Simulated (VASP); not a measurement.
# Al3GaAs4 (P-4m2) in VASP: notebook

The runs below take Al3GaAs4 through single point, relaxation of cell and atoms, with PBE.

Program: VASP 6.6.1. These are calculated values, not measurements. Logs are shortened: lines on timing, memory, paths and dates and some standing lists are left out, and cuts for length are marked.

## Step 1: The cell of the first run

It takes space group P-4m2 (No. 115, tetragonal). The conventional cell has a = 3.846 Å, b = 3.846 Å, c = 10.878 Å, α = 90.00°, β = 90.00°, γ = 90.00°. Within 3.1 Å of Al (site symmetry 2mm) lie 4 As at 2.36 Å. Al (site symmetry -4m2) has 4 As at 2.36 Å within 3.1 Å. Ga (site symmetry -4m2) has 4 As at 2.36 Å within 3.1 Å. As (site symmetry 2mm) has 2 Al at 2.36 Å and 2 Ga at 2.36 Å within 3.1 Å. As (site symmetry 2mm) has 4 Al at 2.36 Å within 3.1 Å.

## Step 2: Single point, PBE

Contents of INCAR:

```
PREC = Accurate
ENCUT = 520
EDIFF = 1E-6
ISMEAR = 0
SIGMA = 0.1
LREAL = False
LASPH = True
NELM = 80
ALGO = Normal
ISIF = 2
LWAVE = False
LCHARG = False
GGA = PE
NBANDS = 31
```

Contents of KPOINTS:

```
Automatic mesh
0
Gamma
  4 4 2
```

Contents of POSCAR:

```
Al3GaAs4
1.0
    3.8458615300      0.0000000000      0.0000000000
    0.0000000000      3.8458615300      0.0000000000
    0.0000000000      0.0000000000     10.8777390600
Al Ga As
3 1 4
Direct
    0.0000000000      0.0000000000      0.7500000000
    0.0000000000      0.0000000000      0.2500000000
    0.5000000000      0.5000000000      0.5000000000
    0.5000000000      0.5000000000      0.0000000000
    0.5000000000      0.0000000000      0.8750000000
    0.0000000000      0.5000000000      0.1250000000
    0.5000000000      0.0000000000      0.3750000000
    0.0000000000      0.5000000000      0.6250000000
```

Potentials or basis: VASP PAW PBE potentials, release 64 (Al, Ga_d, As).

Started as:

```sh
> cat potpaw_PBE.64/Al/POTCAR potpaw_PBE.64/Ga_d/POTCAR potpaw_PBE.64/As/POTCAR > POTCAR
> mpirun -np 1 vasp_std > vasp.out
```

OUTCAR:

```text
PREC = Accurate
   ENCUT = 520
   EDIFF = 1E-6
   ISMEAR = 0
   LREAL = False
   LASPH = True
   NELM = 80
   ISIF = 2
   GGA = PE

 ion  position               nearest neighbor table
   1  0.000  0.000  0.750-   5 2.36   8 2.36   8 2.36   5 2.36
   2  0.000  0.000  0.250-   6 2.36   7 2.36   6 2.36   7 2.36
   3  0.500  0.500  0.500-   7 2.36   8 2.36   7 2.36   8 2.36
   4  0.500  0.500  0.000-   5 2.36   6 2.36   5 2.36   6 2.36
   5  0.500  0.000  0.875-   1 2.36   4 2.36   4 2.36   1 2.36
   6  0.000  0.500  0.125-   2 2.36   4 2.36   2 2.36   4 2.36
   7  0.500  0.000  0.375-   2 2.36   3 2.36   3 2.36   2 2.36
   8  0.000  0.500  0.625-   1 2.36   3 2.36   1 2.36   3 2.36

  LATTYP: Found a simple tetragonal cell.
 ALAT       =     3.8458615300
 C/A-ratio  =     2.8284271223

  Lattice vectors:

 A1 = (   3.8458615300,   0.0000000000,   0.0000000000)
 A2 = (   0.0000000000,   3.8458615300,   0.0000000000)
 A3 = (   0.0000000000,   0.0000000000,  10.8777390600)

Analysis of symmetry for initial positions (statically):
=====================================================================
 Subroutine PRICEL returns:
 Original cell was already a primitive cell.

 Routine SETGRP: Setting up the symmetry group for a
 simple tetragonal supercell.

 Subroutine GETGRP returns: Found  8 space group operations
 (whereof  8 operations were pure point group operations)
 out of a pool of 16 trial point group operations.

The static configuration has the point symmetry D_2d.

Analysis of symmetry for dynamics (positions and initial velocities):
=====================================================================
 Subroutine PRICEL returns:
 Original cell was already a primitive cell.

 Routine SETGRP: Setting up the symmetry group for a
 simple tetragonal supercell.

 Subroutine GETGRP returns: Found  8 space group operations
 (whereof  8 operations were pure point group operations)
 out of a pool of 16 trial point group operations.

The dynamic configuration has the point symmetry D_2d.

 Subroutine INISYM returns: Found  8 space group operations
 (whereof  8 operations are pure point group operations),
 and found     1 'primitive' translations

----------------------------------------------------------------------------------------

                                     Primitive cell

  volume of cell :     160.8888

  direct lattice vectors                    reciprocal lattice vectors
     3.845861530  0.000000000  0.000000000     0.260019762  0.000000000  0.000000000
     0.000000000  3.845861530  0.000000000     0.000000000  0.260019762  0.000000000
     0.000000000  0.000000000 10.877739060     0.000000000  0.000000000  0.091930869

  length of vectors
     3.845861530  3.845861530 10.877739060     0.260019762  0.260019762  0.091930869

  position of ions in fractional coordinates (direct lattice)
     0.000000000  0.000000000  0.750000000
     0.000000000  0.000000000  0.250000000
     0.500000000  0.500000000  0.500000000
     0.500000000  0.500000000  0.000000000
     0.500000000  0.000000000  0.875000000
     0.000000000  0.500000000  0.125000000
     0.500000000  0.000000000  0.375000000
     0.000000000  0.500000000  0.625000000

  ion indices of the primitive-cell ions
   primitive index   ion index
                 1           1
                 2           2
                 3           3
                 4           4
                 5           5
                 6           6
                 7           7
                 8           8

----------------------------------------------------------------------------------------

 KPOINTS: Automatic mesh

Automatic generation of k-mesh.
 Grid dimensions read from file:
 generate k-points for:    4    4    2

 Generating k-lattice:

  Cartesian coordinates                     Fractional coordinates (reciprocal lattice)
     0.065004941  0.000000000  0.000000000     0.250000000  0.000000000  0.000000000
     0.000000000  0.065004941  0.000000000     0.000000000  0.250000000  0.000000000
     0.000000000  0.000000000  0.045965434     0.000000000  0.000000000  0.500000000

  Length of vectors
     0.065004941  0.065004941  0.045965434

  Shift w.r.t. Gamma in fractional coordinates (k-lattice)
     0.000000000  0.000000000  0.000000000

 Subroutine IBZKPT returns following result:
 ===========================================

 Found     12 irreducible k-points:

 Following reciprocal coordinates:
            Coordinates               Weight
  0.000000  0.000000  0.000000      1.000000
  0.250000  0.000000  0.000000      4.000000
  0.500000  0.000000  0.000000      2.000000
  0.250000  0.250000  0.000000      4.000000
  0.500000  0.250000  0.000000      4.000000
  0.500000  0.500000  0.000000      1.000000
  0.000000  0.000000  0.500000      1.000000
  0.250000  0.000000  0.500000      4.000000
  0.500000  0.000000  0.500000      2.000000
  0.250000  0.250000  0.500000      4.000000
  0.500000  0.250000  0.500000      4.000000
  0.500000  0.500000  0.500000      1.000000
   k-points           NKPTS =     12   k-points in BZ     NKDIM =     12   number of bands    NBANDS=     31
   number of dos      NEDOS =    301   number of ions     NIONS =      8
   total plane-waves  NPLWV =  75600
   dimension x,y,z NGX =    30 NGY =   30 NGZ =   84
   dimension x,y,z NGXF=    60 NGYF=   60 NGZF=  168
   ions per type =               3   1   4
   NGX,Y,Z   is equivalent  to a cutoff of  12.97, 12.97, 12.84 a.u.
   NGXF,Y,Z  is equivalent  to a cutoff of  25.94, 25.94, 25.68 a.u.
 SYSTEM =  unknown system
   PREC   = accura    normal or accurate (medium, high low for compatibility)
   ISTART =      0    job   : 0-new  1-cont  2-samecut
   ICHARG =      2    charge: 1-file 2-atom 10-const
   ISPIN  =      1    spin polarized calculation?
   LNONCOLLINEAR =      F non collinear calculations
   LSORBIT =      F    spin-orbit coupling
   LASPH  =      T    aspherical Exc in radial PAW
   ENCUT  =  520.0 eV  38.22 Ry    6.18 a.u.   7.15  7.15 20.23*2*pi/ulx,y,z
   NELM   =     80;   NELMIN=  2; NELMDL= -5     # of ELM steps
   EDIFF  = 0.1E-05   stopping-criterion for ELM
   LREAL  =      F    real-space projection
   EDIFFG = 0.1E-04   stopping-criterion for IOM
   NSW    =      0    number of steps for IOM
   IBRION =     -1    ionic relax: 0-MD 1-quasi-New 2-CG
   NFREE  =      0    steps in history (QN), initial steepest desc. (CG)
   ISIF   =      2    stress and relaxation
   ISYM   =      2    0-nonsym 1-usesym 2-fastsym
   POTIM  = 0.5000    time-step for ionic-motion
   TEBEG  =    0.0;   TEEND  =   0.0 temperature during run
   PSTRESS=    0.0 pullay stress
   NELECT =      42.0000    total number of electrons
   NUPDOWN=      -1.0000    fix difference up-down
   EMIN   =  10.00;   EMAX   =-10.00  energy-range for DOS
   EFERMI =   0.00;   METHOD = LEGACY
   ISMEAR =     0;   SIGMA  =   0.10  broadening in eV -4-tet -1-fermi 0-gaus
   EFERMI_NEDOS =   21; number of points for ismear=-14 and -15
   IALGO  =     38    algorithm
   IMIX   =      4    mixing-type and parameters
     AMIX     =   0.40;   BMIX     =  1.00
     AMIX_MAG =   1.60;   BMIX_MAG =  1.00
  volume/ion in A,a.u.               =      20.11       135.72
  Fermi-wavevector in a.u.,A,eV,Ry     =   1.046283  1.977189 14.894416  1.094709
  Thomas-Fermi vector in A             =   2.181115
   LORBIT       =      0    0 simple, 1 ext, 2 COOP (PROOUT), +10 PAW based schemes
   GGA     = PE    functional components
   LHFCALC =     F    Hartree Fock is set to
   AEXX    =    0.0000 exact exchange contribution
   IVDW    =     0    specifies the selected vdW correction
   LEPSILON=     F    determine dielectric tensor
   LRPA    =     F    only Hartree local field effects (RPA)
 non-spin polarized calculation
 Gauss-broadening in eV      SIGMA  =   0.10
  energy-cutoff  :      520.00
  volume of cell :      160.89
 maximum number of plane-waves:      4380
 NGX is ok and might be reduce to    30
   NGX = 15   NGY = 15   NGZ = 41

 number of electron      41.9999997 magnetization

 Free energy of the ion-electron system (eV)
  ---------------------------------------------------
  ext. energy  EPLUGINS =         0.00000000
  ---------------------------------------------------
  free energy    TOTEN  =       -35.10112609 eV

  energy without entropy =      -35.10112609  energy(sigma->0) =      -35.10112609

 E-fermi :   5.5051     XC(G=0):  -9.6617

 val. band max:        5.0259988511   @ k =   0.0000   0.0000   0.0000
 cond. band min:       6.1954021148   @ k =   0.5000   0.5000   0.0000
 fundamental gap:      1.1694032638
 Fermi energy:         5.5051049144

 k-point     1 :       0.0000    0.0000    0.0000
  band No.  band energies     occupation
      1      -9.7562      2.00000
      2      -9.6398      2.00000
      3      -9.6398      2.00000
      4      -9.5863      2.00000
      5      -9.5474      2.00000
      6      -7.8577      2.00000
[... 23 lines left out ...]
     30       9.3074      0.00000
     31       9.3089      0.00000

 k-point     2 :       0.2500    0.0000    0.0000
  band No.  band energies     occupation
      1      -9.7430      2.00000
      2      -9.6711      2.00000
      3      -9.6382      2.00000
      4      -9.5776      2.00000
      5      -9.5547      2.00000
      6      -7.3624      2.00000
[... 23 lines left out ...]
     30      10.1923      0.00000
     31      10.7668      0.00000

 k-point     3 :       0.5000    0.0000    0.0000
  band No.  band energies     occupation
      1      -9.7387      2.00000
      2      -9.6908      2.00000
      3      -9.6366      2.00000
      4      -9.5687      2.00000
      5      -9.5619      2.00000
      6      -6.2440      2.00000
[... 295 lines left out ...]
     30      11.6735      0.00000
     31      11.8469      0.00000

 k-point    12 :       0.5000    0.5000    0.5000
  band No.  band energies     occupation
      1      -9.7242      2.00000
      2      -9.7242      2.00000
      3      -9.5974      2.00000
      4      -9.5824      2.00000
      5      -9.5627      2.00000
      6      -5.3095      2.00000
[... 23 lines left out ...]
     30      13.5760      0.00000
     31      13.5771      0.00000

------------------------ aborting loop because EDIFF is reached ----------------------------------------

  FORCE on cell =-STRESS in cart. coord.  units (eV):
  Direction    XX          YY          ZZ          XY          YZ          ZX
  --------------------------------------------------------------------------------------
  -------------------------------------------------------------------------------------
  Total       15.5541337     15.5541337     14.3474906      0.0000000      0.0000000      0.0000000
  in kB      154.8925347    154.8925347    142.8764356      0.0000000      0.0000000      0.0000000
  external PRESSURE =     150.8871683 kB  Pullay stress =       0.0000000 kB

 VOLUME and BASIS-vectors are now :
 -----------------------------------------------------------------------------
  energy-cutoff  :      520.00
  volume of cell :      160.89
      direct lattice vectors                 reciprocal lattice vectors
     3.845861530  0.000000000  0.000000000     0.260019762  0.000000000  0.000000000
     0.000000000  3.845861530  0.000000000     0.000000000  0.260019762  0.000000000
     0.000000000  0.000000000 10.877739060     0.000000000  0.000000000  0.091930869

 POSITION                                       TOTAL-FORCE (eV/Angst)
 -----------------------------------------------------------------------------------
      0.00000      0.00000      8.15830        -0.000000     -0.000000      0.034444
      0.00000      0.00000      2.71943        -0.000000     -0.000000     -0.034444
      1.92293      1.92293      5.43887        -0.000000     -0.000000      0.000000
      1.92293      1.92293      0.00000        -0.000000      0.000000      0.000000
      1.92293      0.00000      9.51802         0.000000     -0.000000     -0.120723
      0.00000      1.92293      1.35972        -0.000000     -0.000000      0.120723
      1.92293      0.00000      4.07915        -0.000000     -0.000000     -0.017509
      0.00000      1.92293      6.79859        -0.000000     -0.000000      0.017509
 -----------------------------------------------------------------------------------
    total drift:                                0.000000      0.000000      0.000000

  FREE ENERGIE OF THE ION-ELECTRON SYSTEM (eV)
  ---------------------------------------------------
  free  energy   TOTEN  =       -35.1011260933 eV

  energy  without entropy=      -35.1011260933  energy(sigma->0) =      -35.10112609
```

It took 41 s on 1 thread of Intel Xeon 6975P-C (Granite Rapids), shared host; peak memory 0.27 GiB.

Results:

| Property | Result |
| --- | --- |
| Free energy | -35.1011 eV |
| Pressure | 15.1 GPa |
| Largest force | 0.121 eV/Å |
| Band gap on the k mesh | 1.17 eV (least direct gap 1.20 eV) |

Forces on the atoms (eV/Å):
```
Al   0.000  0.000  0.034
Al   0.000  0.000 -0.034
Al   0.000  0.000  0.000
Ga   0.000  0.000  0.000
As   0.000  0.000 -0.121
As   0.000  0.000  0.121
As   0.000  0.000 -0.018
As   0.000  0.000  0.018
```

Caveat: the cell stands under pressure.

## Step 3: Single point, PBE

This run uses another cell than the first one, of 23.53 Å³/atom.

Contents of INCAR:

```
  PREC = Accurate
  ENCUT = 520
  EDIFF = 1E-6
  ISMEAR = 0
  SIGMA = 0.1
  LREAL = False
  LASPH = True
  NELM = 80
  ALGO = Normal
  ISIF = 2
  LWAVE = False
  LCHARG = False
  GGA = PE
  NBANDS = 31
```

Contents of KPOINTS:

```
regular mesh
0
Gamma
  4 4 2
```

Contents of POSCAR:

```
Al3GaAs4
1.0
    4.0744173326      0.0000000000      0.0000000000
    0.0000000000      4.0744173326      0.0000000000
    0.0000000000      0.0000000000     11.3413280749
Al Ga As
3 1 4
Direct
    0.0000000000      0.0000000000      0.7497253592
    0.0000000000      0.0000000000      0.2502746408
    0.5000000000      0.5000000000      0.5000000000
    0.5000000000      0.5000000000      0.0000000000
    0.5000000000      0.0000000000      0.8739418627
    0.0000000000      0.5000000000      0.1260581373
    0.5000000000      0.0000000000      0.3750976500
    0.0000000000      0.5000000000      0.6249023500
```

Potentials or basis: VASP PAW PBE potentials, release 64 (Al, Ga_d, As).

Started as:

```sh
> cat potpaw_PBE.64/Al/POTCAR potpaw_PBE.64/Ga_d/POTCAR potpaw_PBE.64/As/POTCAR > POTCAR
> mpirun -np 1 vasp_std > vasp.out
```

It took 46 s on 1 thread of Intel Xeon 6975P-C (Granite Rapids), shared host; peak memory 0.29 GiB.

It converged, with:

```
Free energy            : -36.2570 eV
Pressure               : 0.3 GPa
Largest force          : 0.006 eV/Å
Band gap on the k mesh : 1.23 eV
```

Forces in eV/Å, atoms in the order of the input:
```
Al   0.000  0.000  0.000
Al   0.000  0.000  0.000
Al   0.000  0.000  0.000
Ga   0.000  0.000  0.000
As   0.000  0.000 -0.006
As   0.000  0.000  0.006
As   0.000  0.000  0.000
As   0.000  0.000  0.000
```

Levels at points of the mesh, in eV from the valence-band top:
| k point | band 19 | band 20 | band 21 | band 22 | band 23 | band 24 |
| --- | --- | --- | --- | --- | --- | --- |
| (0.00, 0.00, 0.00) | -0.05 | -0.05 | 0.00 | 1.23 | 1.42 | 2.04 |
| (0.50, 0.00, 0.00) | -0.88 | -0.87 | -0.82 | 1.40 | 1.92 | 3.03 |
| (0.50, 0.50, 0.00) | -2.21 | -2.20 | -2.20 | 1.48 | 1.48 | 1.87 |
| (0.00, 0.00, 0.50) | -0.66 | -0.49 | -0.49 | 1.49 | 1.76 | 2.30 |
| (0.50, 0.00, 0.50) | -1.05 | -1.01 | -0.89 | 2.16 | 2.70 | 2.71 |
| (0.50, 0.50, 0.50) | -2.57 | -2.56 | -2.56 | 2.42 | 2.42 | 2.68 |

A k mesh can miss the band edges.

[end of part 1 of 2]
